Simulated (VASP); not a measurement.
# WSe2 (P-6m2) in VASP: notebook

Runs on WSe2. Level: PBE+D3(BJ). Tasks: single point.

Program: VASP 6.6.1. These are calculated values, not measurements. Logs are shortened: lines on timing, memory, paths and dates and some standing lists are left out, and cuts for length are marked.

## Step 1: The cell of the first run

The structure is hexagonal, space group P-6m2 (No. 187). Conventional cell: a = 3.164 Å, b = 3.164 Å, c = 7.496 Å, α = 90.00°, β = 90.00°, γ = 120.00°. W (site symmetry -6m2) has 6 Se at 2.57 Å and 6 W at 3.16 Å within 3.4 Å. Se (site symmetry 3m) has 3 W at 2.57 Å and 6 Se at 3.16 Å within 3.4 Å.

## Step 2: Single point, PBE+D3(BJ)

INCAR

```
PREC = Accurate ; ENCUT = 520
EDIFF = 1E-6 ; ISMEAR = 0
SIGMA = 0.05 ; LREAL = F
LASPH = T ; NELM = 80
ALGO = Normal ; ISIF = 2
LWAVE = F ; LCHARG = F
GGA = PE ; IVDW = 12
NBANDS = 20
```

KPOINTS

```
regular mesh
0
Gamma
  9 9 4
```

POSCAR

```
WSe2
1.0
    3.1642210013      0.0000000000      0.0000000000
   -1.5821105007      2.7402957703      0.0000000000
    0.0000000000      0.0000000000      7.4960124464
W Se
1 2
Direct
    0.0000000000      0.0000000000      0.0000000000
    0.3333333333      0.6666666667      0.2405528385
    0.3333333333      0.6666666667      0.7594471615
```

Potentials or basis: VASP PAW PBE potentials, release 64 (W_sv, Se).

Started as:

```
$ cat potpaw_PBE.64/W_sv/POTCAR potpaw_PBE.64/Se/POTCAR > POTCAR
$ mpirun -np 1 vasp_std > vasp.out
```

OUTCAR:

```text
PREC = Accurate
   ENCUT = 520
   EDIFF = 1E-6
   ISMEAR = 0
   LREAL = F
   LASPH = T
   NELM = 80
   ISIF = 2
   GGA = PE
   IVDW = 12
 IVDW          = 12

 ion  position               nearest neighbor table
   1  0.000  0.000  0.000-   2 2.57   3 2.57   2 2.57   3 2.57   2 2.57   3 2.57
   2  0.333  0.667  0.241-   1 2.57   1 2.57   1 2.57
   3  0.333  0.667  0.759-   1 2.57   1 2.57   1 2.57

  LATTYP: Found a hexagonal cell.
 ALAT       =     3.1642210013
 C/A-ratio  =     2.3689914337

  Lattice vectors:

 A1 = (   3.1642210013,   0.0000000000,   0.0000000000)
 A2 = (  -1.5821105007,   2.7402957703,   0.0000000000)
 A3 = (   0.0000000000,   0.0000000000,   7.4960124464)

Analysis of symmetry for initial positions (statically):
=====================================================================
 Subroutine PRICEL returns:
 Original cell was already a primitive cell.

 Routine SETGRP: Setting up the symmetry group for a
 hexagonal supercell.

 Subroutine GETGRP returns: Found 12 space group operations
 (whereof 12 operations were pure point group operations)
 out of a pool of 24 trial point group operations.

The static configuration has the point symmetry D_3h.

Analysis of symmetry for dynamics (positions and initial velocities):
=====================================================================
 Subroutine PRICEL returns:
 Original cell was already a primitive cell.

 Routine SETGRP: Setting up the symmetry group for a
 hexagonal supercell.

 Subroutine GETGRP returns: Found 12 space group operations
 (whereof 12 operations were pure point group operations)
 out of a pool of 24 trial point group operations.

The dynamic configuration has the point symmetry D_3h.

 Subroutine INISYM returns: Found 12 space group operations
 (whereof 12 operations are pure point group operations),
 and found     1 'primitive' translations

----------------------------------------------------------------------------------------

                                     Primitive cell

  volume of cell :      64.9972

  direct lattice vectors                    reciprocal lattice vectors
     3.164221001  0.000000000  0.000000000     0.316033551  0.182462056  0.000000000
    -1.582110501  2.740295770  0.000000000     0.000000000  0.364924112  0.000000000
     0.000000000  0.000000000  7.496012446     0.000000000  0.000000000  0.133404261

  length of vectors
     3.164221001  3.164221001  7.496012446     0.364924112  0.364924112  0.133404261

  position of ions in fractional coordinates (direct lattice)
     0.000000000  0.000000000  0.000000000
     0.333333333  0.666666667  0.240552839
     0.333333333  0.666666667  0.759447161

  ion indices of the primitive-cell ions
   primitive index   ion index
                 1           1
                 2           2
                 3           3

----------------------------------------------------------------------------------------

 KPOINTS: regular mesh

Automatic generation of k-mesh.
 Grid dimensions read from file:
 generate k-points for:    9    9    4

 Generating k-lattice:

  Cartesian coordinates                     Fractional coordinates (reciprocal lattice)
     0.035114839  0.020273562  0.000000000     0.111111111  0.000000000  0.000000000
     0.000000000  0.040547124  0.000000000     0.000000000  0.111111111  0.000000000
     0.000000000  0.000000000  0.033351065     0.000000000  0.000000000  0.250000000

  Length of vectors
     0.040547124  0.040547124  0.033351065

  Shift w.r.t. Gamma in fractional coordinates (k-lattice)
     0.000000000  0.000000000  0.000000000

 Subroutine IBZKPT returns following result:
 ===========================================

 Found     36 irreducible k-points:

 Following reciprocal coordinates:
            Coordinates               Weight
  0.000000  0.000000  0.000000      1.000000
  0.111111 -0.000000  0.000000      6.000000
  0.222222  0.000000  0.000000      6.000000
  0.333333 -0.000000  0.000000      6.000000
  0.444444  0.000000  0.000000      6.000000
  0.111111  0.111111  0.000000      6.000000
[... 16 lines left out ...]
  0.333333  0.222222  0.250000     24.000000
  0.333333  0.333333  0.250000      4.000000
 [... further k-points ...]
   k-points           NKPTS =     36   k-points in BZ     NKDIM =     36   number of bands    NBANDS=     20
   number of dos      NEDOS =    301   number of ions     NIONS =      3
   total plane-waves  NPLWV =  32256
   dimension x,y,z NGX =    24 NGY =   24 NGZ =   56
   dimension x,y,z NGXF=    48 NGYF=   48 NGZF=  112
   ions per type =               1   2
   NGX,Y,Z   is equivalent  to a cutoff of  12.61, 12.61, 12.42 a.u.
   NGXF,Y,Z  is equivalent  to a cutoff of  25.22, 25.22, 24.84 a.u.
 SYSTEM =  unknown system
   PREC   = accura    normal or accurate (medium, high low for compatibility)
   ISTART =      0    job   : 0-new  1-cont  2-samecut
   ICHARG =      2    charge: 1-file 2-atom 10-const
   ISPIN  =      1    spin polarized calculation?
   LNONCOLLINEAR =      F non collinear calculations
   LSORBIT =      F    spin-orbit coupling
   LASPH  =      T    aspherical Exc in radial PAW
   ENCUT  =  520.0 eV  38.22 Ry    6.18 a.u.   5.88  5.88 13.94*2*pi/ulx,y,z
   NELM   =     80;   NELMIN=  2; NELMDL= -5     # of ELM steps
   EDIFF  = 0.1E-05   stopping-criterion for ELM
   LREAL  =      F    real-space projection
   EDIFFG = 0.1E-04   stopping-criterion for IOM
   NSW    =      0    number of steps for IOM
   IBRION =     -1    ionic relax: 0-MD 1-quasi-New 2-CG
   NFREE  =      0    steps in history (QN), initial steepest desc. (CG)
   ISIF   =      2    stress and relaxation
   ISYM   =      2    0-nonsym 1-usesym 2-fastsym
   POTIM  = 0.5000    time-step for ionic-motion
   TEBEG  =    0.0;   TEEND  =   0.0 temperature during run
   PSTRESS=    0.0 pullay stress
   NELECT =      26.0000    total number of electrons
   NUPDOWN=      -1.0000    fix difference up-down
   EMIN   =  10.00;   EMAX   =-10.00  energy-range for DOS
   EFERMI =   0.00;   METHOD = LEGACY
   ISMEAR =     0;   SIGMA  =   0.05  broadening in eV -4-tet -1-fermi 0-gaus
   EFERMI_NEDOS =   21; number of points for ismear=-14 and -15
   IALGO  =     38    algorithm
   IMIX   =      4    mixing-type and parameters
     AMIX     =   0.40;   BMIX     =  1.00
     AMIX_MAG =   1.60;   BMIX_MAG =  1.00
  volume/ion in A,a.u.               =      21.67       146.21
  Fermi-wavevector in a.u.,A,eV,Ry     =   1.206242  2.279467 19.796744  1.455020
  Thomas-Fermi vector in A             =   2.341915
   LORBIT       =      0    0 simple, 1 ext, 2 COOP (PROOUT), +10 PAW based schemes
   GGA     = PE    functional components
   LHFCALC =     F    Hartree Fock is set to
   AEXX    =    0.0000 exact exchange contribution
   IVDW    =    12    specifies the selected vdW correction
   LEPSILON=     F    determine dielectric tensor
   LRPA    =     F    only Hartree local field effects (RPA)
 non-spin polarized calculation
 Gauss-broadening in eV      SIGMA  =   0.05
  energy-cutoff  :      520.00
  volume of cell :       65.00
 maximum number of plane-waves:      1776
 NGX is ok and might be reduce to    24

 number of electron      25.9999997 magnetization

 Free energy of the ion-electron system (eV)
  ---------------------------------------------------
  ext. energy  EPLUGINS =         0.00000000
  ---------------------------------------------------
  free energy    TOTEN  =       -21.33169203 eV

  energy without entropy =      -21.33169203  energy(sigma->0) =      -21.33169203

 E-fermi :   5.6790     XC(G=0): -10.2196

 val. band max:        5.3243176160   @ k =   0.3333   0.3333   0.5000
 cond. band min:       6.3295360611   @ k =   0.2222   0.1111   0.0000
 fundamental gap:      1.0052184451
 Fermi energy:         5.6790165416

 k-point     1 :       0.0000    0.0000    0.0000
  band No.  band energies     occupation
      1     -68.6779      2.00000
      2     -32.9835      2.00000
      3     -32.6995      2.00000
      4     -32.6995      2.00000
      5      -9.7173      2.00000
      6      -8.6379      2.00000
[... 12 lines left out ...]
     19      12.7999      0.00000
     20      14.3889      0.00000

 k-point     2 :       0.1111   -0.0000    0.0000
  band No.  band energies     occupation
      1     -68.6758      2.00000
      2     -32.9763      2.00000
      3     -32.7392      2.00000
      4     -32.7088      2.00000
      5      -9.5088      2.00000
      6      -8.5095      2.00000
[... 12 lines left out ...]
     19      13.4415      0.00000
     20      15.2543      0.00000

 k-point     3 :       0.2222    0.0000    0.0000
  band No.  band energies     occupation
      1     -68.6706      2.00000
      2     -32.9582      2.00000
      3     -32.8385      2.00000
      4     -32.7324      2.00000
      5      -8.9248      2.00000
      6      -8.1514      2.00000
[... 12 lines left out ...]
     19      13.7525      0.00000
     20      14.4291      0.00000

 k-point     4 :       0.3333   -0.0000    0.0000
  band No.  band energies     occupation
      1     -68.6647      2.00000
      2     -32.9495      2.00000
      3     -32.9375      2.00000
      4     -32.7590      2.00000
      5      -8.1113      2.00000
      6      -7.6653      2.00000
[... 12 lines left out ...]
     19      12.4259      0.00000
     20      13.1818      0.00000

 k-point     5 :       0.4444    0.0000    0.0000
  band No.  band energies     occupation
      1     -68.6609      2.00000
      2     -33.0209      2.00000
      3     -32.9239      2.00000
      4     -32.7763      2.00000
      5      -7.4200      2.00000
      6      -7.2778      2.00000
[... 12 lines left out ...]
     19      11.6473      0.00000
     20      12.7158      0.00000

 k-point     6 :       0.1111    0.1111    0.0000
  band No.  band energies     occupation
      1     -68.6722      2.00000
      2     -32.9637      2.00000
      3     -32.8052      2.00000
      4     -32.7288      2.00000
      5      -9.1118      2.00000
      6      -8.2654      2.00000
[... 12 lines left out ...]
     19      14.0964      0.00000
     20      14.8899      0.00000

 k-point     7 :       0.2222    0.1111    0.0000
  band No.  band energies     occupation
      1     -68.6667      2.00000
      2     -32.9443      2.00000
      3     -32.9021      2.00000
      4     -32.7621      2.00000
      5      -8.4053      2.00000
      6      -7.8360      2.00000
[... 12 lines left out ...]
     19      13.0607      0.00000
     20      14.4792      0.00000
[... 277 lines left out ...]
 k-point    20 :       0.3333    0.1111    0.2500
  band No.  band energies     occupation
      1     -68.6618      2.00000
      2     -32.9856      2.00000
      3     -32.9271      2.00000
      4     -32.7916      2.00000
      5      -7.5915      2.00000
      6      -7.4063      2.00000
[... 12 lines left out ...]
     19      12.5555      0.00000
     20      13.7139      0.00000

 k-point    21 :       0.4444    0.1111    0.2500
  band No.  band energies     occupation
      1     -68.6598      2.00000
      2     -33.0182      2.00000
      3     -32.9203      2.00000
      4     -32.8033      2.00000
      5      -7.2296      2.00000
      6      -7.1641      2.00000
[... 12 lines left out ...]
     19      12.7439      0.00000
     20      13.4306      0.00000

 k-point    22 :       0.2222    0.2222    0.2500
  band No.  band energies     occupation
      1     -68.6621      2.00000
      2     -32.9555      2.00000
      3     -32.9284      2.00000
      4     -32.8142      2.00000
      5      -7.6731      2.00000
      6      -7.4468      2.00000
[... 12 lines left out ...]
     19      12.9657      0.00000
     20      14.1097      0.00000

 k-point    23 :       0.3333    0.2222    0.2500
  band No.  band energies     occupation
      1     -68.6592      2.00000
      2     -32.9809      2.00000
      3     -32.9180      2.00000
      4     -32.8574      2.00000
      5      -7.1450      2.00000
      6      -7.0776      2.00000
[... 12 lines left out ...]
     19      12.7540      0.00000
     20      13.7271      0.00000

 k-point    24 :       0.3333    0.3333    0.2500
  band No.  band energies     occupation
      1     -68.6581      2.00000
      2     -32.9425      2.00000
      3     -32.9201      2.00000
      4     -32.9144      2.00000
      5      -7.0019      2.00000
      6      -6.8889      2.00000
[... 12 lines left out ...]
     19      12.1266      0.00000
     20      14.1092      0.00000

 [... further k-points ...]

------------------------ aborting loop because EDIFF is reached ----------------------------------------

 Edisp (eV)   -1.30398

 E8    (eV) :    -0.5823

  FORCE on cell =-STRESS in cart. coord.  units (eV):
  Direction    XX          YY          ZZ          XY          YZ          ZX
  --------------------------------------------------------------------------------------
  -------------------------------------------------------------------------------------
  Total       1.94363     1.94363    -4.47132    -0.00000    -0.00000     0.00000
  in kB      47.91039    47.91039  -110.21777    -0.00000    -0.00000     0.00000
  external pressure =       -4.80 kB  Pullay stress =        0.00 kB

 VOLUME and BASIS-vectors are now :
 -----------------------------------------------------------------------------
  energy-cutoff  :      520.00
  volume of cell :       65.00
      direct lattice vectors                 reciprocal lattice vectors
     3.164221001  0.000000000  0.000000000     0.316033551  0.182462056  0.000000000
    -1.582110501  2.740295770  0.000000000     0.000000000  0.364924112  0.000000000
     0.000000000  0.000000000  7.496012446     0.000000000  0.000000000  0.133404261

 POSITION                                       TOTAL-FORCE (eV/Angst)
 -----------------------------------------------------------------------------------
      0.00000      0.00000      0.00000         0.000000     -0.000000      0.000000
     -0.00000      1.82686      1.80319        -0.000000      0.000000     -1.058029
     -0.00000      1.82686      5.69283        -0.000000      0.000000      1.058029
 -----------------------------------------------------------------------------------
    total drift:                                0.000000     -0.000000     -0.000000

  FREE ENERGIE OF THE ION-ELECTRON SYSTEM (eV)
  ---------------------------------------------------
  free  energy   TOTEN  =       -22.6356720435 eV

  energy  without entropy=      -22.6356720435  energy(sigma->0) =      -22.63567204
```

It took 56 s on 1 thread of AMD EPYC 7R13, shared host; peak memory 0.18 GiB.

Results:

| Property | Result |
| --- | --- |
| Free energy | -22.6357 eV |
| Pressure | -0.5 GPa |
| Largest force | 1.058 eV/Å |
| Band gap on the k mesh | 1.01 eV (least direct gap 1.70 eV) |
| Dispersion energy per atom | -0.435 eV |

Forces in eV/Å, atoms in the order of the input:
```
W    0.000  0.000  0.000
Se   0.000  0.000 -1.058
Se   0.000  0.000  1.058
```

Caveat: the cell differs from its parent crystal (strain +e along x and -e along y +0.0000, strain +e along z and -e/2 along x and y +0.0700); spin-orbit coupling is left out, which moves the levels of the heavy elements; an odd mesh through Γ misses points on the zone boundary, where band edges can lie; forces of over 1 eV/Å act on the atoms, so gaps and moduli don't describe the material at rest.

## Step 3: Single point, PBE+D3(BJ)

This run uses another cell than the first one, of the same volume but with other edges.

INCAR

```
SYSTEM = WSe2
ALGO = Normal
EDIFF = 1E-7
ENCUT = 520
GGA = PE
ISIF = 2
ISMEAR = 0
IVDW = 12
LASPH = .TRUE.
LCHARG = .TRUE.
LELF = .TRUE.
LREAL = .FALSE.
LVHAR = .TRUE.
LWAVE = .FALSE.
NBANDS = 20
NELM = 100
PREC = Accurate
SIGMA = 0.05
```

KPOINTS

```
k-points
0
G
  9 9 4
  0 0 0
```

POSCAR

```
WSe2
1.0
    3.3937499859      0.0000000000      0.0000000000
   -1.6968749929      2.9390737019      0.0000000000
    0.0000000000      0.0000000000      6.5152257712
W Se
1 2
Direct
    0.0000000000      0.0000000000      0.0000000000
    0.3333333333      0.6666666667      0.2405528385
    0.3333333333      0.6666666667      0.7594471615
```

Potentials or basis: VASP PAW PBE potentials, release 64 (W_sv, Se).

Started as:

```
$ cat potpaw_PBE.64/W_sv/POTCAR potpaw_PBE.64/Se/POTCAR > POTCAR
$ mpirun -np 1 vasp_std > vasp.out
```

Wall time 71 s (1 thread of AMD EPYC 7R13, shared host); peak memory 0.19 GiB.

Results (log left out):

```yaml
Free_energy: -22.6157 eV
Pressure: 2.9 GPa
Largest_force: 1.304 eV/Å
Band_gap_on_the_k_mesh: 0.23 eV (least direct gap 1.09 eV)
Dispersion_energy_per_atom: -0.433 eV
```

Forces in eV/Å, atoms in the order of the input:
```
W    0.000  0.000  0.000
Se   0.000  0.000  1.304
Se   0.000  0.000 -1.304
```

Stress tensor (GPa, compression positive):
```
-2.41  0.00  0.00
 0.00 -2.41  0.00
 0.00  0.00 13.59
```

Levels at points of the mesh, in eV from the valence-band top:
```
           k point  band 11  band 12  band 13  band 14  band 15  band 16
(0.00, 0.00, 0.00)    -2.47    -1.09    -1.07     2.07     2.07     2.28
(0.00, 0.00, 0.50)    -2.52    -2.52     0.00     1.91     1.91     2.51
```

Caveat: the cell differs from its parent crystal (strain +e along x and -e along y +0.0000, strain +e along z and -e/2 along x and y -0.0700); spin-orbit coupling is left out, which moves the levels of the heavy elements; an odd mesh through Γ misses points on the zone boundary, where band edges can lie; forces of over 1 eV/Å act on the atoms, so gaps and moduli don't describe the material at rest.

(Continued in part 2 of 2.)
